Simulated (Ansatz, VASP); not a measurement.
## One calculation of Te, two programs

```
Te
1.0
     6.70053    0.00000    0.00000
    -3.35026    5.80283    0.00000
     0.00000    0.00000    7.13409
Te
6
Direct
  0.00000 0.29814 0.66667
  0.00000 0.70186 0.66667
  0.29814 0.00000 0.00000
  0.29814 0.29814 0.33333
  0.70186 0.00000 0.00000
  0.70186 0.70186 0.33333
```

Alike in both runs: functional PBE; k mesh 9 × 9 × 6; occupations gaussian, width 0.1 eV; no spin polarisation.

Ansatz relaxed the structure, and its values are those at the end. VASP's run is a single point on that final structure, the one shown.

```csv
,VASP,Ansatz
version,VASP 6.6.1,Ansatz 0.2.0
potentials or method,"VASP PAW PBE potentials, release 64 (Te), cutoff 520 eV","scalar-relativistic, plane waves, PAW"
valence electrons in the cell,36,96
```

VASP gave:

| Property | Result |
| --- | --- |
| gap on the k mesh at the Fermi level (eV) | none |
| pressure (GPa) | 0.0 |
| rms of the force components (eV/Å) | 0.010 |

Q: What did Ansatz give for the same quantities?

A: gap on the k mesh at the Fermi level (eV): none; pressure (GPa): 0.0; rms of the force components (eV/Å): 0.000.

A gap of «none» marks a metal or a gap that the smearing closes. VASP's potentials hold 36 valence electrons a cell and Ansatz's 96, so a difference there can come from the potentials and not from the codes.

Neither program's run includes spin-orbit coupling.
